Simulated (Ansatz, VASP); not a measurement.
## Two plane-wave programs on Rh

The input INCAR:

```
PREC = Accurate
ENCUT = 520
EDIFF = 1E-6
ISMEAR = 0
SIGMA = 0.15
LREAL = F
LASPH = T
NELM = 80
ALGO = Fast
ISIF = 2
LWAVE = F
LCHARG = F
GGA = PS
NBANDS = 14
```

File KPOINTS:

```
Automatic mesh
0
Gamma
  22 22 22
```

The input POSCAR:

```
Rh
1.0
    0.0000000000      1.9585965000      1.9300732500
    1.9585965000      0.0000000000      1.9300732500
    1.9585965000      1.9585965000      0.0000000000
Rh
1
Direct
    0.0000000000      0.0000000000      0.0000000000
```

Input for Ansatz:

```yaml
crystal:
  lattice:
    - [0.0, 1.9585965, 1.93007325]
    - [1.9585965, 0.0, 1.93007325]
    - [1.9585965, 1.9585965, 0.0]
  atoms:
    - { symbol: Rh, position: [0.0, 0.0, 0.0] }
basis:
  ecutwfc: 420
kpoints:
  mp_grid: { grid: [22, 22, 22] }
hamiltonian:
  xc: pbesol
scf:
  occupations: { method: gaussian, width: 0.15 }
output:
  forces: true
  stress: true
  eigenvalues: true
```

Change from the starting cell: strain +0.030 along x and y, +0.015 along z, atoms carried along.

Alike in both runs: task single point; functional PBEsol; k mesh 22 × 22 × 22; occupations gaussian, width 0.15 eV; no spin polarisation.

|  | VASP | Ansatz |
| --- | --- | --- |
| version | VASP 6.6.1 | Ansatz 0.2.0 |
| potentials or method | VASP PAW PBE potentials, release 64 (Rh_pv), cutoff 520 eV | scalar-relativistic, plane waves, PAW |
| valence electrons in the cell | 15 | 17 |

|  | VASP | Ansatz | Ansatz less VASP |
| --- | --- | --- | --- |
| gap on the k mesh at the Fermi level (eV) | none | none | - |
| pressure (GPa) | -21.4 | -21.4 | +0.02 |
| traceless stress, the component that is largest in VASP (GPa) | 1.91 | 1.92 | +0.007 |

VASP's potentials were made for PBE, not for PBEsol. A gap of «none» marks a metal or a gap that the smearing closes. With one functional, cell and mesh, what is left measures potentials, basis and numerics. VASP's potentials hold 15 valence electrons a cell and Ansatz's 17, so a difference there can come from the potentials and not from the codes.
